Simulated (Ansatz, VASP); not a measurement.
## One calculation of Be2Ir, two programs

```
CELL_PARAMETERS angstrom
3.72102 0.00000 0.00000
0.00000 3.72102 0.00000
0.00000 0.00000 2.72747
ATOMIC_POSITIONS crystal
Be 0.50000 0.00000 0.00000
Be 0.00000 0.50000 0.00000
Ir 0.00000 0.00000 0.50000
```

Alike in both runs: task relaxation of cell and atoms; functional PBE; k mesh 12 × 12 × 16; occupations gaussian, width 0.1 eV; no spin polarisation.

|  | VASP | Ansatz |
| --- | --- | --- |
| version | VASP 6.6.1 | Ansatz 0.2.0 |
| potentials or method | VASP PAW PBE potentials, release 64 (Be, Ir), cutoff 600 eV | scalar-relativistic, plane waves, PAW |
| valence electrons in the cell | 13 | 21 |

```tsv
	VASP	Ansatz	Ansatz less VASP
gap on the k mesh at the Fermi level, each at its own relaxed structure (eV)	none	none	-
relaxed volume (Å³/atom)	12.61	12.59	-0.016
relaxed length of the cell vector where the two differ most in proportion (Å)	2.729	2.727	-0.0024
```

A gap of «none» marks a metal or a gap that the smearing closes. VASP's potentials hold 13 valence electrons a cell and Ansatz's 21, so a difference there can come from the potentials and not from the codes.

Spin-orbit coupling is off throughout.
